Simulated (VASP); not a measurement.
# LiPb2 (P-3m1) in VASP: notebook

Runs on LiPb2. Level: PBE. Tasks: single point.

Program: VASP 6.6.1. These are calculated values, not measurements. Logs are shortened: lines on timing, memory, paths and dates and some standing lists are left out, and cuts for length are marked.

### 1 The cell of the first run

It takes space group P-3m1 (No. 164, trigonal). The conventional cell has a = 3.358 Å, b = 3.358 Å, c = 8.364 Å, α = 90.00°, β = 90.00°, γ = 120.00°. Li (site symmetry -3m) has 6 Pb at 3.28 Å and 6 Li at 3.36 Å within 4.3 Å. Pb (site symmetry 3m) has 3 Li at 3.28 Å and 9 Pb at 3.36 to 3.63 Å within 4.3 Å.

The cell was generated, and may not be a known phase.

### 2 Single point, PBE

File INCAR:

```
  PREC = Accurate
  ENCUT = 520
  EDIFF = 1E-6
  ISMEAR = 0
  SIGMA = 0.1
  LREAL = F
  LASPH = T
  NELM = 80
  ALGO = Normal
  ISIF = 2
  LWAVE = F
  LCHARG = F
  GGA = PE
  NBANDS = 22
```

File KPOINTS:

```
Automatic mesh
0
Gamma
  6 6 2
```

File POSCAR:

```
LiPb2
1.0
    3.3584071700      0.0000000000      0.0000000000
   -1.6792035800      2.9084659300      0.0000000000
    0.0000000000      0.0000000000      8.3640708800
Li Pb
1 2
Direct
    0.0000000000      0.0000000000      0.0000000000
    0.6666666700      0.3333333300      0.6834388900
    0.3333333300      0.6666666700      0.3165611100
```

Potentials or basis: VASP PAW PBE potentials, release 64 (Li_sv, Pb_d).

Command:

```
cat potpaw_PBE.64/Li_sv/POTCAR potpaw_PBE.64/Pb_d/POTCAR > POTCAR
mpirun -np 1 vasp_std > vasp.out
```

OUTCAR:

```text
PREC = Accurate
   ENCUT = 520
   EDIFF = 1E-6
   ISMEAR = 0
   LREAL = F
   LASPH = T
   NELM = 80
   ISIF = 2
   GGA = PE

 ion  position               nearest neighbor table
   1  0.000  0.000  0.000-   2 3.28   3 3.28   2 3.28   3 3.28   2 3.28   3 3.28
   2  0.667  0.333  0.683-   1 3.28   1 3.28   1 3.28   3 3.63   3 3.63   3 3.63
   3  0.333  0.667  0.317-   1 3.28   1 3.28   1 3.28   2 3.63   2 3.63   2 3.63

  LATTYP: Found a hexagonal cell.
 ALAT       =     3.3584071700
 C/A-ratio  =     2.4904874414

  Lattice vectors:

 A1 = (   3.3584071700,   0.0000000000,   0.0000000000)
 A2 = (  -1.6792035800,   2.9084659300,   0.0000000000)
 A3 = (   0.0000000000,   0.0000000000,   8.3640708800)

Analysis of symmetry for initial positions (statically):
=====================================================================
 Subroutine PRICEL returns:
 Original cell was already a primitive cell.

 Routine SETGRP: Setting up the symmetry group for a
 hexagonal supercell.

 Subroutine GETGRP returns: Found 12 space group operations
 (whereof 12 operations were pure point group operations)
 out of a pool of 24 trial point group operations.

The static configuration has the point symmetry D_3d.

Analysis of symmetry for dynamics (positions and initial velocities):
=====================================================================
 Subroutine PRICEL returns:
 Original cell was already a primitive cell.

 Routine SETGRP: Setting up the symmetry group for a
 hexagonal supercell.

 Subroutine GETGRP returns: Found 12 space group operations
 (whereof 12 operations were pure point group operations)
 out of a pool of 24 trial point group operations.

The dynamic configuration has the point symmetry D_3d.

 Subroutine INISYM returns: Found 12 space group operations
 (whereof 12 operations are pure point group operations),
 and found     1 'primitive' translations

----------------------------------------------------------------------------------------

                                     Primitive cell

  volume of cell :      81.6987

  direct lattice vectors                    reciprocal lattice vectors
[... 70 lines left out ...]
   ISTART =      0    job   : 0-new  1-cont  2-samecut
   ICHARG =      2    charge: 1-file 2-atom 10-const
   ISPIN  =      1    spin polarized calculation?
   LNONCOLLINEAR =      F non collinear calculations
   LSORBIT =      F    spin-orbit coupling
   LASPH  =      T    aspherical Exc in radial PAW
   ENCUT  =  520.0 eV  38.22 Ry    6.18 a.u.   6.24  6.24 15.55*2*pi/ulx,y,z
   NELM   =     80;   NELMIN=  2; NELMDL= -5     # of ELM steps
   EDIFF  = 0.1E-05   stopping-criterion for ELM
   LREAL  =      F    real-space projection
   EDIFFG = 0.1E-04   stopping-criterion for IOM
   NSW    =      0    number of steps for IOM
   IBRION =     -1    ionic relax: 0-MD 1-quasi-New 2-CG
   NFREE  =      0    steps in history (QN), initial steepest desc. (CG)
   ISIF   =      2    stress and relaxation
   ISYM   =      2    0-nonsym 1-usesym 2-fastsym
   POTIM  = 0.5000    time-step for ionic-motion
   TEBEG  =    0.0;   TEEND  =   0.0 temperature during run
   PSTRESS=    0.0 pullay stress
   NELECT =      31.0000    total number of electrons
   NUPDOWN=      -1.0000    fix difference up-down
   EMIN   =  10.00;   EMAX   =-10.00  energy-range for DOS
   EFERMI =   0.00;   METHOD = LEGACY
   ISMEAR =     0;   SIGMA  =   0.10  broadening in eV -4-tet -1-fermi 0-gaus
   EFERMI_NEDOS =   21; number of points for ismear=-14 and -15
   IALGO  =     38    algorithm
   IMIX   =      4    mixing-type and parameters
     AMIX     =   0.40;   BMIX     =  1.00
     AMIX_MAG =   1.60;   BMIX_MAG =  1.00
  volume/ion in A,a.u.               =      27.23       183.78
  Fermi-wavevector in a.u.,A,eV,Ry     =   1.185197  2.239697 19.111980  1.404691
  Thomas-Fermi vector in A             =   2.321395
   LORBIT       =      0    0 simple, 1 ext, 2 COOP (PROOUT), +10 PAW based schemes
   GGA     = PE    functional components
   LHFCALC =     F    Hartree Fock is set to
   AEXX    =    0.0000 exact exchange contribution
   IVDW    =     0    specifies the selected vdW correction
   LEPSILON=     F    determine dielectric tensor
   LRPA    =     F    only Hartree local field effects (RPA)
 non-spin polarized calculation
 Gauss-broadening in eV      SIGMA  =   0.10
  energy-cutoff  :      520.00
  volume of cell :       81.70
 maximum number of plane-waves:      2215
 NGX is ok and might be reduce to    28
   NGX = 13   NGY = 13   NGZ = 31

 number of electron      30.9999997 magnetization

 Free energy of the ion-electron system (eV)
  ---------------------------------------------------
  ext. energy  EPLUGINS =         0.00000000
  ---------------------------------------------------
  free energy    TOTEN  =        -9.24047038 eV

  energy without entropy =       -9.23037162  energy(sigma->0) =       -9.23542100

 E-fermi :   5.6711     XC(G=0):  -9.3283

 val. band max:        5.6555623157   @ k =   0.3333   0.1667   0.5000
 cond. band min:       5.8221946839   @ k =   0.1667   0.1667   0.0000
 fundamental gap:      0.1666323682
 Fermi energy:         5.6710918518

 k-point     1 :       0.0000    0.0000    0.0000
  band No.  band energies     occupation
      1     -41.3332      2.00000
      2     -11.5737      2.00000
      3     -11.5670      2.00000
      4     -11.5263      2.00000
      5     -11.5263      2.00000
      6     -11.5205      2.00000
[... 339 lines left out ...]
     21       9.1117      0.00000
     22      10.1613      0.00000

------------------------ aborting loop because EDIFF is reached ----------------------------------------

  FORCE on cell =-STRESS in cart. coord.  units (eV):
  Direction    XX          YY          ZZ          XY          YZ          ZX
  --------------------------------------------------------------------------------------
  -------------------------------------------------------------------------------------
  Total        1.1264639      1.1264639     -0.5103194      0.0000000     -0.0000000      0.0000000
  in kB       22.0908708     22.0908709    -10.0077776      0.0000000     -0.0000000      0.0000000
  external PRESSURE =      11.3913214 kB  Pullay stress =       0.0000000 kB

 VOLUME and BASIS-vectors are now :
 -----------------------------------------------------------------------------
  energy-cutoff  :      520.00
  volume of cell :       81.70
      direct lattice vectors                 reciprocal lattice vectors
     3.358407170  0.000000000  0.000000000     0.297760203  0.171911932  0.000000000
    -1.679203580  2.908465930  0.000000000     0.000000000  0.343823866  0.000000000
     0.000000000  0.000000000  8.364070880     0.000000000  0.000000000  0.119559006

 POSITION                                       TOTAL-FORCE (eV/Angst)
 -----------------------------------------------------------------------------------
      0.00000      0.00000      0.00000         0.000000      0.000000      0.000000
      1.67920      0.96949      5.71633         0.000000     -0.000000      0.336258
     -0.00000      1.93898      2.64774        -0.000000      0.000000     -0.336258
 -----------------------------------------------------------------------------------
    total drift:                                0.000000      0.000000      0.000000

  FREE ENERGIE OF THE ION-ELECTRON SYSTEM (eV)
  ---------------------------------------------------
  free  energy   TOTEN  =        -9.2404703757 eV

  energy  without entropy=       -9.2303716161  energy(sigma->0) =       -9.23542100
```

OSZICAR:

```text
N       E                     dE             d eps       ncg     rms          rms(c)
DAV:   1     0.301323184682E+03    0.30132E+03   -0.14410E+04   616   0.155E+03
DAV:   2     0.131110382835E+02   -0.28821E+03   -0.28174E+03   622   0.404E+02
DAV:   3    -0.800529695638E+01   -0.21116E+02   -0.20504E+02   766   0.131E+02
DAV:   4    -0.932336035623E+01   -0.13181E+01   -0.13106E+01  1154   0.313E+01
DAV:   5    -0.934144058596E+01   -0.18080E-01   -0.18074E-01   790   0.282E+00    0.110E+00
DAV:   6    -0.925013784387E+01    0.91303E-01   -0.14154E-01   784   0.401E+00    0.547E-01
DAV:   7    -0.924165742372E+01    0.84804E-02   -0.35093E-02   884   0.170E+00    0.242E-01
DAV:   8    -0.924049268452E+01    0.11647E-02   -0.30159E-03   808   0.358E-01    0.534E-02
DAV:   9    -0.924046618559E+01    0.26499E-04   -0.32821E-04   926   0.126E-01    0.163E-02
DAV:  10    -0.924046982301E+01   -0.36374E-05   -0.51424E-05   860   0.726E-02    0.582E-03
DAV:  11    -0.924047106998E+01   -0.12470E-05   -0.32521E-06   656   0.127E-02    0.267E-03
DAV:  12    -0.924047037566E+01    0.69433E-06   -0.25853E-07   440   0.542E-03
   1 F= -.92404704E+01 E0= -.92354210E+01  d E =-.100988E-01
```

Wall time 12 s (1 thread of Intel Xeon 6975P-C (Granite Rapids), shared host); peak memory 0.21 GiB.

Results:

| Item | Value |
| --- | --- |
| Free energy | -9.2405 eV |
| Largest force | 0.336 eV/Å |
| Band gap on the k mesh | zero (an odd number of electrons rules out a gap without spin polarisation) |

Forces on the atoms (eV/Å):
```
Li   0.000  0.000  0.000
Pb   0.000  0.000  0.336
Pb   0.000  0.000 -0.336
```

Caveat: the k points lie up to 0.38 Å⁻¹ apart, too coarse for converged energies and pressures of a metal; the cutoff is under 1.25 times the usual one of these potentials, so pressure, stress and relaxed cells hold a basis-set (Pulay) error; spin-orbit coupling is left out, which moves the levels of the heavy elements.

### 3 Single point, PBE

This run uses another cell than the first one, of 27.31 Å³/atom.

File INCAR:

```
SYSTEM = LiPb2
ALGO = Fast ; EDIFF = 1E-6
ENCUT = 520 ; GGA = PE
ISIF = 2 ; ISMEAR = 0
LASPH = .True. ; LCHARG = .False.
LREAL = .False. ; LWAVE = .False.
NBANDS = 22 ; NELM = 60
PREC = Accurate ; SIGMA = 0.1
```

File KPOINTS:

```
k-points
0
Gamma
  18 18 6
  0 0 0
```

File POSCAR:

```
LiPb2
1.0
    3.5558324356     -0.0000000031      0.0000000000
   -1.7779162152      3.0794412224      0.0000000000
    0.0000000000      0.0000000000      7.4831751651
Li Pb
1 2
Direct
    0.0000000000      0.0000000000      0.0000000000
    0.6666666667      0.3333333333      0.6831158591
    0.3333333333      0.6666666667      0.3168841409
```

Potentials or basis: VASP PAW PBE potentials, release 64 (Li_sv, Pb_d).

Command:

```
cat potpaw_PBE.64/Li_sv/POTCAR potpaw_PBE.64/Pb_d/POTCAR > POTCAR
mpirun -np 1 vasp_std > vasp.out
```

Wall time 4 min (1 thread of Intel Xeon 6975P-C (Granite Rapids), shared host); peak memory 0.42 GiB.

It converged, with:

| Property | Result |
| --- | --- |
| Free energy | -9.3448 eV |
| Band gap on the k mesh | zero (an odd number of electrons rules out a gap without spin polarisation) |

Levels at points of the mesh, in eV from the Fermi level:
```csv
k point,band 14,band 15,band 16,band 17,band 18,band 19
"(0.00, 0.00, 0.00)",-3.83,1.90,3.81,5.58,5.58,6.52
"(0.50, 0.00, 0.00)",-3.30,-2.60,-0.81,1.26,2.25,4.44
"(0.00, 0.00, 0.50)",-2.61,-0.95,5.58,5.58,6.58,6.58
"(0.50, 0.00, 0.50)",-3.58,-2.81,1.07,1.11,2.52,3.30
```

Caveat: the cutoff is under 1.25 times the usual one of these potentials, so pressure, stress and relaxed cells hold a basis-set (Pulay) error; spin-orbit coupling is left out, which moves the levels of the heavy elements.

The gap in the log of VASP goes by the Fermi energy; the results here count the filled bands.